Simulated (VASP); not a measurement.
# InSb: single point with revPBE

The system is InSb.

```xyz
2
Lattice="0.0000 3.0735 3.0735 3.0735 0.0000 3.0735 3.0735 3.0735 0.0000" Properties=species:S:1:pos:R:3 pbc="T T T"
In    0.0000    0.0000    0.0000
Sb    3.0735    3.0735    3.0735
```

```json
{
 "Program": "VASP 6.6.1",
 "Task": "single point",
 "Functional": "revPBE",
 "Potentials or basis": "VASP PAW PBE potentials, release 64 (In_d, Sb)",
 "Cutoff": "500 eV",
 "k mesh": "4 × 4 × 4",
 "Occupations": "gaussian, width 0.1 eV",
 "Spin": "no spin polarisation",
 "Dipole correction": "no",
 "Further INCAR settings": "ALGO = Normal; EDIFF = 1e-06; NBANDS = 16"
}
```

```yaml
Pressure: 2.9 GPa
Band_gap_on_the_k_mesh: zero (band 9 reaches 6.95 eV, above the bottom of band 10 at 4.56 eV)
```

Levels at points of the mesh, in eV from the Fermi level:
```
           k point  band 6  band 7  band 8  band 9  band 10  band 11  band 12  band 13
(0.00, 0.00, 0.00)  -10.90   -0.44   -0.06   -0.06    -0.06     6.08     6.08     6.08
(0.50, 0.00, 0.00)   -9.17   -6.30    0.29    0.29     2.21     2.52     2.52     3.26
(0.50, 0.50, 0.00)   -8.48   -4.37   -3.24   -2.09    -2.09     3.26     8.23     8.23
```

Wall time 4.9 s on 1 thread of Intel(R) Xeon(R) Platinum 8488C (Sapphire Rapids) (shared host), peak memory 0.17 GiB.

Caveat: the k points lie up to 0.44 Å⁻¹ apart; the PAW data sets were made with another functional, which shifts forces and pressure a little; spin-orbit coupling is left out, which moves the levels of the heavy elements.
